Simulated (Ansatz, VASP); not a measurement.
## Two plane-wave programs on Ge

```
Ge
1.0
     4.08180    0.00000    0.00000
    -2.04090    3.53494    0.00000
     0.00000    0.00000    3.30303
Ge
2
Direct
  0.66667 0.33333 0.14889
  0.33333 0.66667 0.85111
```

Alike in both runs: functional PBE; dispersion D3(BJ); k mesh 6 × 6 × 4; occupations gaussian, width 0.1 eV; no spin polarisation.

Ansatz relaxed the structure, and its values are those at the end. VASP's run is a single point on that final structure, the one shown.

|  | VASP | Ansatz |
| --- | --- | --- |
| version | VASP 6.6.1 | Ansatz 0.2.0 |
| potentials or method | VASP PAW PBE potentials, release 64 (Ge_d), cutoff 520 eV | scalar-relativistic, plane waves, PAW |
| valence electrons in the cell | 28 | 28 |

```csv
,VASP,Ansatz,Ansatz less VASP
gap on the k mesh at the Fermi level (eV),none,none,-
pressure (GPa),0.1,0.1,+0.02
```

A gap of «none» marks a metal or a gap that the smearing closes. Ansatz's warnings: dispersion switch in reach, relaxed geometry near dispersion switch.

The k mesh is coarse, so the values compare programs but aren't converged.
